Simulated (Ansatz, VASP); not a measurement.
## TiAl in VASP and in Ansatz

```
Ti Al
1.0
     2.84782    0.00000    0.00000
    -1.42391    2.46629    0.00000
     0.00000    0.00000    4.61994
Ti Al
1 1
Direct
  0.00000 0.00000 0.00000
  0.33333 0.66667 0.50000
```

Alike in both runs: task single point; functional PBEsol; k mesh 12 × 12 × 8; occupations gaussian, width 0.15 eV; no spin polarisation.

|  | VASP | Ansatz |
| --- | --- | --- |
| version | VASP 6.6.1 | Ansatz 0.2.0 |
| potentials or method | VASP PAW PBE potentials, release 64 (Ti_sv, Al), cutoff 520 eV | scalar-relativistic, plane waves, PAW |
| valence electrons in the cell | 15 | 15 |

VASP gave:

* gap on the k mesh at the Fermi level (eV): none
* pressure (GPa): 0.0
* traceless stress, the component that is largest in VASP (GPa): -0.13

**Question.** Which values does Ansatz return?

**Answer.** gap on the k mesh at the Fermi level (eV): none; pressure (GPa): 0.0; traceless stress, the component that is largest in VASP (GPa): -0.20.

VASP's potentials were made for PBE, not for PBEsol. A gap of «none» marks a metal or a gap that the smearing closes. With one functional, cell and mesh, what is left measures potentials, basis and numerics.
